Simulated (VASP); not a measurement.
# Si16O (a cell with a defect) in VASP: single point with PBE+D3(BJ)

Aim: the single point of Si16O (a cell with a defect) with PBE+D3(BJ).

Program: VASP 6.6.1. These are calculated values, not measurements. Logs are shortened: lines on timing, memory, paths and dates and some standing lists are left out, and cuts for length are marked.

## (1) The cell of the first run

The cell holds a defect, 17 atoms: a = 7.679 Å, b = 7.679 Å, c = 7.679 Å, α = 60.00°, β = 60.00°, γ = 60.00°.

## (2) Single point, PBE+D3(BJ), collinear spin, ferromagnetic start

Input file INCAR:

```
SYSTEM = Si16O
ALGO = Normal
EDIFF = 1E-6
ENCUT = 520
GGA = PE
ISIF = 2
ISMEAR = -1
ISPIN = 2
IVDW = 12
LASPH = .TRUE.
LCHARG = .FALSE.
LORBIT = 11
LREAL = Auto
LWAVE = .FALSE.
MAGMOM = 0 0 0 0 0 0 0 0 0 0 0 0 0 0 0 0 1
NBANDS = 53
NELM = 150
PREC = Accurate
SIGMA = 0.05
```

Input file KPOINTS:

```
k-points
0
G
  2 2 2
  0 0 0
```

Input file POSCAR:

```
Si16O
1.0
    0.0000000000      5.4300000000      5.4300000000
    5.4300000000      0.0000000000      5.4300000000
    5.4300000000      5.4300000000      0.0000000000
Si O
16 1
Direct
   -0.0004028029      0.0023658572      0.0000551261
    0.1237384134      0.1241456747      0.1290300289
   -0.0554639503      0.0406771887      0.5039486337
    0.1090750299      0.1272336261      0.6259393203
    0.0489456972      0.4955188762     -0.0271962684
    0.1406542113      0.6282154099      0.1221518866
    0.0000948302      0.5006023217      0.4981146914
    0.0779460693      0.6695491667      0.6161913186
    0.4995952035     -0.0041167756      0.0009804607
    0.6250819996      0.1239602751      0.1223750382
    0.4845745502      0.0012914285      0.4965820963
    0.5728045395      0.1535690431      0.6296048285
    0.5161565107      0.4980764705     -0.0033816717
    0.6775111663      0.6207226207      0.0858354611
    0.5472825776      0.5095476241      0.4566789372
    0.6306490450      0.6253859010      0.6230310913
    0.3126364495      0.6933256712      0.4379839213
```

Potentials or basis: VASP PAW PBE potentials, release 64 (Si, O).

Command:

```sh
$ cat potpaw_PBE.64/Si/POTCAR potpaw_PBE.64/O/POTCAR > POTCAR
$ mpirun -np 1 vasp_std > vasp.out
```

OUTCAR:

```text
SYSTEM = Si16O
   EDIFF = 1E-6
   ENCUT = 520
   GGA = PE
   ISIF = 2
   ISMEAR = -1
   ISPIN = 2
   IVDW = 12
   LASPH = .TRUE.
   LORBIT = 11
   LREAL = Auto
   NELM = 150
   PREC = Accurate
 IVDW          = 12

 ion  position               nearest neighbor table
   1  1.000  0.002  0.000-  10 2.35   4 2.35   6 2.35   2 2.35
   2  0.124  0.124  0.129-   1 2.35   5 2.35   9 2.36   3 2.38
   3  0.945  0.041  0.504-   8 2.33  12 2.33   4 2.36   2 2.38
   4  0.109  0.127  0.626-   7 2.34   1 2.35  11 2.35   3 2.36
   5  0.049  0.496  0.973-   8 2.32  14 2.33   2 2.35   6 2.35
   6  0.141  0.628  0.122-   1 2.35   5 2.35  13 2.35   7 2.36
   7  0.000  0.501  0.498-   8 2.31  16 2.32   4 2.34   6 2.36
   8  0.078  0.670  0.616-  17 1.66   7 2.31   5 2.32   3 2.33  15 2.94
   9  0.500  0.996  0.001-  10 2.35  12 2.35   2 2.36  14 2.38
  10  0.625  0.124  0.122-   1 2.35  13 2.35  11 2.35   9 2.35
  11  0.485  0.001  0.497-  10 2.35   4 2.35  12 2.36  16 2.36
  12  0.573  0.154  0.630-  15 2.32   3 2.33   9 2.35  11 2.36
  13  0.516  0.498  0.997-  16 2.34  10 2.35   6 2.35  14 2.36
  14  0.678  0.621  0.086-  15 2.33   5 2.33  13 2.36   9 2.38
  15  0.547  0.510  0.457-  17 1.66  16 2.31  12 2.32  14 2.33   8 2.94
  16  0.631  0.625  0.623-  15 2.31   7 2.32  13 2.34  11 2.36
  17  0.313  0.693  0.438-   8 1.66  15 1.66

  LATTYP: Found a face centered cubic cell.
 ALAT       =    10.8600000000

  Lattice vectors:

 A1 = (   0.0000000000,   5.4300000000,   5.4300000000)
 A2 = (   5.4300000000,   0.0000000000,   5.4300000000)
 A3 = (   5.4300000000,   5.4300000000,   0.0000000000)

Analysis of symmetry for initial positions (statically):
=====================================================================
 Subroutine PRICEL returns:
 Original cell was already a primitive cell.

 Routine SETGRP: Setting up the symmetry group for a
 face centered cubic supercell.

 Subroutine GETGRP returns: Found  1 space group operations
 (whereof  1 operations were pure point group operations)
 out of a pool of 48 trial point group operations.

The static configuration has the point symmetry C_1 .

Analysis of symmetry for dynamics (positions and initial velocities):
=====================================================================
 Subroutine PRICEL returns:
 Original cell was already a primitive cell.

 Routine SETGRP: Setting up the symmetry group for a
 face centered cubic supercell.

 Subroutine GETGRP returns: Found  1 space group operations
 (whereof  1 operations were pure point group operations)
 out of a pool of 48 trial point group operations.

The dynamic configuration has the point symmetry C_1 .

Analysis of structural, dynamic, and magnetic symmetry:
=====================================================================
 Subroutine PRICEL returns:
 Original cell was already a primitive cell.

 Routine SETGRP: Setting up the symmetry group for a
 face centered cubic supercell.

 Subroutine GETGRP returns: Found  1 space group operations
 (whereof  1 operations were pure point group operations)
 out of a pool of 48 trial point group operations.

The overall configuration has the point symmetry C_1 .

 Subroutine INISYM returns: Found  1 space group operations
 (whereof  1 operations are pure point group operations),
 and found     1 'primitive' translations

----------------------------------------------------------------------------------------

                                     Primitive cell

  volume of cell :     320.2060

  direct lattice vectors                    reciprocal lattice vectors
     0.000000000  5.430000000  5.430000000    -0.092081031  0.092081031  0.092081031
     5.430000000  0.000000000  5.430000000     0.092081031 -0.092081031  0.092081031
     5.430000000  5.430000000  0.000000000     0.092081031  0.092081031 -0.092081031

  length of vectors
     7.679179644  7.679179644  7.679179644     0.159489025  0.159489025  0.159489025

  position of ions in fractional coordinates (direct lattice)
     0.999597197  0.002365857  0.000055126
     0.123738413  0.124145675  0.129030029
     0.944536050  0.040677189  0.503948634
     0.109075030  0.127233626  0.625939320
     0.048945697  0.495518876  0.972803732
     0.140654211  0.628215410  0.122151887
[... 9 lines left out ...]
     0.630649045  0.625385901  0.623031091
[... 63 lines left out ...]
   ions per type =              16   1
   NGX,Y,Z   is equivalent  to a cutoff of  12.99, 12.99, 12.99 a.u.
   NGXF,Y,Z  is equivalent  to a cutoff of  25.98, 25.98, 25.98 a.u.
 SYSTEM =  Si16O
   PREC   = accura    normal or accurate (medium, high low for compatibility)
   ISTART =      0    job   : 0-new  1-cont  2-samecut
   ICHARG =      2    charge: 1-file 2-atom 10-const
   ISPIN  =      2    spin polarized calculation?
   LNONCOLLINEAR =      F non collinear calculations
   LSORBIT =      F    spin-orbit coupling
   LASPH  =      T    aspherical Exc in radial PAW
   ENCUT  =  520.0 eV  38.22 Ry    6.18 a.u.  14.28 14.28 14.28*2*pi/ulx,y,z
   NELM   =    150;   NELMIN=  2; NELMDL= -5     # of ELM steps
   EDIFF  = 0.1E-05   stopping-criterion for ELM
   LREAL  =      T    real-space projection
   EDIFFG = 0.1E-04   stopping-criterion for IOM
   NSW    =      0    number of steps for IOM
   IBRION =     -1    ionic relax: 0-MD 1-quasi-New 2-CG
   NFREE  =      0    steps in history (QN), initial steepest desc. (CG)
   ISIF   =      2    stress and relaxation
   ISYM   =      2    0-nonsym 1-usesym 2-fastsym
   POTIM  = 0.5000    time-step for ionic-motion
   TEBEG  =    0.0;   TEEND  =   0.0 temperature during run
   PSTRESS=    0.0 pullay stress
   NELECT =      70.0000    total number of electrons
   NUPDOWN=      -1.0000    fix difference up-down
   EMIN   =  10.00;   EMAX   =-10.00  energy-range for DOS
   EFERMI =   0.00;   METHOD = LEGACY
   ISMEAR =    -1;   SIGMA  =   0.05  broadening in eV -4-tet -1-fermi 0-gaus
   EFERMI_NEDOS =   21; number of points for ismear=-14 and -15
   IALGO  =     38    algorithm
   IMIX   =      4    mixing-type and parameters
     AMIX     =   0.40;   BMIX     =  1.00
     AMIX_MAG =   1.60;   BMIX_MAG =  1.00
  volume/ion in A,a.u.               =      18.84       127.11
  Fermi-wavevector in a.u.,A,eV,Ry     =   0.986199  1.863645 13.232857  0.972588
  Thomas-Fermi vector in A             =   2.117562
   LORBIT       =     11    0 simple, 1 ext, 2 COOP (PROOUT), +10 PAW based schemes
   GGA     = PE    functional components
   LHFCALC =     F    Hartree Fock is set to
   AEXX    =    0.0000 exact exchange contribution
   IVDW    =    12    specifies the selected vdW correction
   LEPSILON=     F    determine dielectric tensor
   LRPA    =     F    only Hartree local field effects (RPA)
 spin polarized calculation
  energy-cutoff  :      520.00
  volume of cell :      320.21
 maximum number of plane-waves:      8646
 NGX is ok and might be reduce to    60
   NGX = 29   NGY = 29   NGZ = 29

 number of electron      70.0000001 magnetization      -0.0000936

 number of electron      70.0000001 magnetization       0.0000414

 Free energy of the ion-electron system (eV)
  ---------------------------------------------------
  ext. energy  EPLUGINS =         0.00000000
  ---------------------------------------------------
  free energy    TOTEN  =       -92.69568323 eV

  energy without entropy =      -92.69428630  energy(sigma->0) =      -92.69498476

 E-fermi :   6.1388     XC(G=0):  -9.5328

 val. band max:        5.8819909160   @ k =   0.0000   0.0000   0.0000
 cond. band min:       6.3737764354   @ k =   0.0000   0.0000   0.0000
 fundamental gap:      0.4917855193
 Fermi energy:         6.1388196871

 spin component 1

 k-point     1 :       0.0000    0.0000    0.0000
  band No.  band energies     occupation
      1     -14.4410      1.00000
      2      -5.8113      1.00000
      3      -4.3859      1.00000
      4      -3.6887      1.00000
      5      -3.6674      1.00000
      6      -3.3248      1.00000
[... 389 lines left out ...]
     46      10.2094      0.00000
     47      10.4705      0.00000
 Fermi energy:         6.1388196871

 spin component 2

 k-point     1 :       0.0000    0.0000    0.0000
  band No.  band energies     occupation
      1     -14.4410      1.00000
      2      -5.8113      1.00000
      3      -4.3859      1.00000
      4      -3.6887      1.00000
      5      -3.6674      1.00000
      6      -3.3248      1.00000
[... 389 lines left out ...]
     46      10.2094      0.00000
     47      10.4705      0.00000
 [bands above 47 left out]

------------------------ aborting loop because EDIFF is reached ----------------------------------------

 Edisp (eV)   -5.21753

 E8    (eV) :    -2.1449

  FORCE on cell =-STRESS in cart. coord.  units (eV):
  Direction    XX          YY          ZZ          XY          YZ          ZX
  --------------------------------------------------------------------------------------
  -------------------------------------------------------------------------------------
  Total       3.81911     3.21137     3.16324    -2.22573     2.97786    -2.37279
  in kB      19.10925    16.06836    15.82752   -11.13664    14.89996   -11.87247
  external pressure =       17.00 kB  Pullay stress =        0.00 kB

 VOLUME and BASIS-vectors are now :
 -----------------------------------------------------------------------------
  energy-cutoff  :      520.00
  volume of cell :      320.21
      direct lattice vectors                 reciprocal lattice vectors
     0.000000000  5.430000000  5.430000000    -0.092081031  0.092081031  0.092081031
     5.430000000  0.000000000  5.430000000     0.092081031 -0.092081031  0.092081031
     5.430000000  5.430000000  0.000000000     0.092081031  0.092081031 -0.092081031

 POSITION                                       TOTAL-FORCE (eV/Angst)
 -----------------------------------------------------------------------------------
      0.01315      5.42811      5.44066         0.003001      0.000612     -0.004075
      1.37474      1.37253      1.34601        -0.002347      0.003281     -0.001246
      2.95732      7.86527      5.34971         0.000769      0.004138     -0.000349
      4.08973      3.99113      1.28316         0.002759     -0.002467      0.000549
      7.97299      5.54810      2.95644         0.009162     -0.007064      0.000850
      4.07449      1.42704      4.17496        -0.002848      0.003068      0.006737
[... 9 lines left out ...]
      6.77890      6.80748      6.82027         0.001703      0.000832     -0.006494
      6.14301      4.07587      5.46237        -0.009758     -0.011073      0.023826
 -----------------------------------------------------------------------------------
    total drift:                                0.002028      0.003631     -0.000654

  FREE ENERGIE OF THE ION-ELECTRON SYSTEM (eV)
  ---------------------------------------------------
  free  energy   TOTEN  =       -97.9132148215 eV

  energy  without entropy=      -97.9118178980  energy(sigma->0) =      -97.91251636

 total charge

# of ion       s       p       d       tot
------------------------------------------
    1        0.738   0.960   0.000   1.698
    2        0.744   0.937   0.000   1.681
    3        0.749   0.954   0.000   1.704
    4        0.739   0.953   0.000   1.693
    5        0.745   0.970   0.000   1.715
    6        0.740   0.949   0.000   1.689
[... 9 lines left out ...]
   16        0.744   0.977   0.000   1.721
   17        1.576   3.598   0.000   5.174
--------------------------------------------------
tot         13.462  18.889   0.000  32.351

 magnetization (x)

# of ion       s       p       d       tot
------------------------------------------
    1        0.000   0.000   0.000   0.000
    2        0.000  -0.000   0.000   0.000
    3        0.000   0.000   0.000   0.000
    4       -0.000  -0.000   0.000  -0.000
    5       -0.000  -0.000   0.000  -0.000
    6       -0.000  -0.000   0.000  -0.000
[... 9 lines left out ...]
   16        0.000  -0.000   0.000  -0.000
   17       -0.000  -0.000   0.000  -0.000
--------------------------------------------------
tot         -0.000  -0.000   0.000  -0.000
```

Run time: 12 min. Hardware: 1 thread of Oxide Virtual Turin-like, shared host; peak memory 0.68 GiB.

What came out:

* Free energy: -97.9132 eV
* Pressure: 1.7 GPa
* Largest force: 0.050 eV/Å
* Band gap on the k mesh: 0.49 eV
* Net moment: 0.00 μB per cell
* Valence electrons inside the program's atomic spheres: Si 1.70, 1.68, 1.69, 1.72, 1.71; O 5.17
* Dispersion energy per atom: -0.307 eV

Forces in eV/Å, atoms in the order of the input:
```
Si   0.003  0.001 -0.004
Si  -0.002  0.003 -0.001
Si   0.001  0.004  0.000
Si   0.003 -0.002  0.001
Si   0.009 -0.007  0.001
Si  -0.003  0.003  0.007
Si   0.004 -0.005 -0.002
Si   0.032 -0.015 -0.035
Si   0.007 -0.002 -0.001
Si  -0.002 -0.005 -0.002
Si   0.001  0.002  0.004
Si  -0.003  0.004  0.007
Si   0.001  0.005  0.006
Si  -0.005 -0.004 -0.005
Si  -0.039  0.029  0.008
Si   0.002  0.001 -0.006
O   -0.010 -0.011  0.024
```

Stress tensor (GPa, compression positive):
```
 1.91 -1.11 -1.19
-1.11  1.61  1.49
-1.19  1.49  1.58
```

Levels at points of the mesh, in eV from the valence-band top:
Spin up:
```tsv
k point	band 31	band 32	band 33	band 34	band 35	band 36	band 37	band 38	band 39	band 40
(0.00, 0.00, 0.00)	-0.96	-0.92	-0.32	-0.06	0.00	0.49	0.79	0.82	0.99	1.18
(0.50, 0.00, 0.00)	-1.41	-0.75	-0.67	-0.66	-0.07	1.16	1.46	1.54	1.57	1.72
(0.00, 0.50, 0.00)	-1.45	-1.21	-0.80	-0.62	-0.54	1.32	1.43	1.59	1.71	1.81
(0.00, 0.00, 0.50)	-1.44	-1.22	-0.79	-0.61	-0.55	1.32	1.43	1.60	1.71	1.79
(0.50, 0.50, 0.50)	-1.47	-1.22	-0.76	-0.63	-0.56	1.21	1.47	1.61	1.67	1.73
(0.50, 0.50, 0.00)	-1.50	-1.43	-1.27	-1.18	-0.47	1.26	1.47	2.33	2.40	2.51
(0.00, 0.50, 0.50)	-1.44	-1.36	-1.33	-1.02	-0.94	1.43	1.48	2.31	2.41	2.55
(0.50, 0.00, 0.50)	-1.50	-1.43	-1.26	-1.18	-0.54	1.29	1.47	2.33	2.41	2.51
```
Spin down:
```
           k point  band 32  band 33  band 34  band 35  band 36  band 37  band 38  band 39
(0.00, 0.00, 0.00)    -0.92    -0.32    -0.06     0.00     0.49     0.79     0.82     0.99
(0.50, 0.00, 0.00)    -0.75    -0.67    -0.66    -0.07     1.16     1.46     1.54     1.57
(0.00, 0.50, 0.00)    -1.21    -0.80    -0.62    -0.54     1.32     1.43     1.59     1.71
(0.00, 0.00, 0.50)    -1.22    -0.79    -0.61    -0.55     1.32     1.43     1.60     1.71
(0.50, 0.50, 0.50)    -1.22    -0.76    -0.63    -0.56     1.21     1.47     1.61     1.67
(0.50, 0.50, 0.00)    -1.43    -1.27    -1.18    -0.47     1.26     1.47     2.33     2.40
(0.00, 0.50, 0.50)    -1.36    -1.33    -1.02    -0.94     1.43     1.48     2.31     2.41
(0.50, 0.00, 0.50)    -1.43    -1.26    -1.18    -0.54     1.29     1.47     2.33     2.41
```

Caveat: the k points lie up to 0.50 Å⁻¹ apart.
